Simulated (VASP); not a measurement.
Crystal: LaSb.

```
La Sb
1.0
     0.00000    3.27550    3.27550
     3.27550    0.00000    3.27550
     3.27550    3.27550    0.00000
La Sb
1 1
Cartesian
  0.0000 0.0000 0.0000
  3.2755 3.2755 3.2755
```

```yaml
Program: VASP 6.6.1
Task: relaxation of cell and atoms
Functional: LDA
Potentials_or_basis: VASP PAW LDA potentials, release 64 (La, Sb)
Cutoff: 600 eV
k_mesh: 12 × 12 × 12
Occupations: gaussian, width 0.1 eV
Spin: no spin polarisation
```

At the start: pressure -3.6 GPa; volume 35.14 Å³/atom.

Q: Where does the relaxation end?

A: Over 6 steps the energy falls by 27.8 meV/atom and the volume is 32.81 Å³/atom (-6.6 %); space group Fm-3m (No. 225, to 0.05 Å).

The path:
```tsv
step	energy change (eV)	largest force (eV/Å)	pressure (GPa)	volume (Å³)
1	0.0000	0.0000	-3.61	70.28
2	-0.0257	0.0000	3.18	62.54
3	-0.0556	0.0000	-0.04	65.65
4	-0.0556	0.0000	0.06	65.56
5	-0.0556	0.0000	-0.04	65.67
6	-0.0556	0.0000	0.00	65.63
```

Final structure:
```
La Sb
1.0
     0.00000    3.20150    3.20150
     3.20150    0.00000    3.20150
     3.20150    3.20150    0.00000
La Sb
1 1
Direct
  0.00000 0.00000 0.00000
  0.50000 0.50000 0.50000
```
